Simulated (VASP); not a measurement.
Wanted: the native input for a VASP 6.6.1 run.

```
Task                   : single point
Functional             : PBEsol
Potentials or basis    : VASP PAW PBE potentials, release 64 (B, N)
Cutoff                 : 520 eV
k mesh                 : 8 × 8 × 8
Occupations            : methfessel-paxton, width 0.5 eV
Spin                   : no spin polarisation
Dipole correction      : no
Further INCAR settings : ALGO = Normal; EDIFF = 1e-07; NBANDS = 11
```

The structure of BN lies in POSCAR:

```
BN
1.0
    0.0000000000      1.8048245542      1.8048245542
    1.8048245542      0.0000000000      1.8048245542
    1.8048245542      1.8048245542      0.0000000000
B N
1 1
Direct
    0.0000000000      0.0000000000      0.0000000000
    0.2500000000      0.2500000000      0.2500000000
```

These files were run (other wordings do the same):

INCAR

```
SYSTEM = BN
ALGO     = Normal         ! electronic algorithm
EDIFF    = 1E-7           ! SCF threshold, eV
ENCUT    = 520            ! plane-wave cutoff, eV
GGA      = PS             ! functional
ISIF     = 2              ! what is computed and relaxed
ISMEAR   = 1              ! smearing method
LASPH    = .True.         ! aspherical terms in the spheres
LCHARG   = .True.         ! write CHGCAR
LELF     = .True.         ! ELF
LREAL    = .False.        ! projectors in reciprocal space
LVHAR    = .True.       
LWAVE    = .False.        ! write WAVECAR
NBANDS   = 11             ! bands
NELM     = 100            ! most SCF steps
PREC     = Accurate       ! precision mode
SIGMA    = 0.5            ! smearing width, eV
```

KPOINTS

```
k-points
0
Gamma
  8 8 8
  0 0 0
```

Potentials or basis: VASP PAW PBE potentials, release 64 (B, N).

Run with:

```console
$ cat potpaw_PBE.64/B/POTCAR potpaw_PBE.64/N/POTCAR > POTCAR
$ mpirun -np 1 vasp_std > vasp.out
```

It gave:

```json
{
  "Pressure": "-0.7 GPa",
  "Band gap on the k mesh": "4.28 eV (least direct gap 8.78 eV)"
}
```

Caveat: the PAW data sets were made with another functional, which shifts forces and pressure a little.

Wall time 6.2 s on 1 thread of Intel Xeon 8259CL (shared host), peak memory 0.12 GiB.
